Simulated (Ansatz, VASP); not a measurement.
Given: the input of a run of Ansatz 0.2.0 on KF.

The input input.yaml:

```yaml
crystal:
  lattice:
    - [3.258955, 0.0, 0.0]
    - [0.0, 3.258955, 0.0]
    - [0.0, 0.0, 3.258955]
  atoms:
    - { symbol: K, position: [0.0, 0.0, 0.0] }
    - { symbol: F, position: [0.5, 0.5, 0.5] }
kpoints:
  mp_grid: { grid: [5, 5, 5] }
scf:
  occupations: { method: fermi_dirac, width: 0.06 }
hamiltonian:
  xc: pbe
  pseudopotentials: { kind: all_electron, lapw: { basis_error: 0.003 } }
output:
  forces: true
  stress: true
  eigenvalues: true
```

Potentials or basis: all-electron LAPW, scalar-relativistic.

The run is started by

```console
$ ansatz run input.yaml --threads 1 --pin off --max-ram 3072MiB --backend cpu --events-out ev --progress --plain --runs-dir out
```

Problem. Set up the same calculation for VASP 6.6.1. Potentials there: VASP PAW PBE potentials, release 64 (K_sv, F).

Solution. As run (the cutoff follows the program's own potentials):

INCAR

```
PREC = Accurate ; ENCUT = 520
EDIFF = 1E-6 ; ISMEAR = -1
SIGMA = 0.06 ; LREAL = F
LASPH = T ; NELM = 80
ALGO = Normal ; ISIF = 2
LWAVE = F ; LCHARG = F
GGA = PE ; NBANDS = 15
```

File KPOINTS:

```
Automatic mesh
0
Gamma
  5 5 5
```

The input POSCAR:

```
KF
1.0
    3.2589550000      0.0000000000      0.0000000000
    0.0000000000      3.2589550000      0.0000000000
    0.0000000000      0.0000000000      3.2589550000
K F
1 1
Direct
    0.0000000000      0.0000000000      0.0000000000
    0.5000000000      0.5000000000      0.5000000000
```

Potentials or basis: VASP PAW PBE potentials, release 64 (K_sv, F).

Command:

```console
$ cat potpaw_PBE.64/K_sv/POTCAR potpaw_PBE.64/F/POTCAR > POTCAR
$ mpirun -np 1 vasp_std > vasp.out
```

Both were run:

|  | VASP | Ansatz | Ansatz less VASP |
| --- | --- | --- | --- |
| gap on the k mesh at the Fermi level (eV) | 6.29 | 6.30 | +0.012 |
| least direct gap on the mesh (eV) | 6.31 | 6.32 | +0.011 |
| pressure (GPa) | 0.0 | 0.0 | +0.01 |

Ansatz ran all-electron here, and VASP with PAW potentials.
